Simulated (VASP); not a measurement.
Here is a VASP 6.6.1 calculation.

Contents of INCAR:

```
ALGO = Fast ; EDIFF = 1E-6
ENCUT = 520 ; GGA = PS
ISIF = 2 ; ISMEAR = 0
LASPH = T ; LCHARG = F
LREAL = F ; LWAVE = F
NBANDS = 12 ; NELM = 100
PREC = Accurate ; SIGMA = 0.15
```

KPOINTS

```
k-points
0
Gamma
  20 20 20
```

The input POSCAR:

```
In
1.0
   -1.6342807500      1.6261500000      2.4739500000
    1.6342807500     -1.6261500000      2.4739500000
    1.6342807500      1.6261500000     -2.4739500000
In
1
Direct
    0.0000000000      0.0000000000      0.0000000000
```

Potentials or basis: VASP PAW PBE potentials, release 64 (In_d).

Run with:

```bash
$ cat potpaw_PBE.64/In_d/POTCAR > POTCAR
$ mpirun -np 1 vasp_std > vasp.out
```

(1) What does it give for the pressure?

(2) Predict the band gap on the k mesh.

Results:

(1) -1.1 GPa.

(2) zero (an odd number of electrons rules out a gap without spin polarisation).

Caveat: the cell differs from its parent crystal (strain +0.0050 x Voigt [1, 0, 0, 0, 0, 0]); the PAW data sets were made with another functional, which shifts forces and pressure a little; spin-orbit coupling is left out, which moves the levels of the heavy elements.
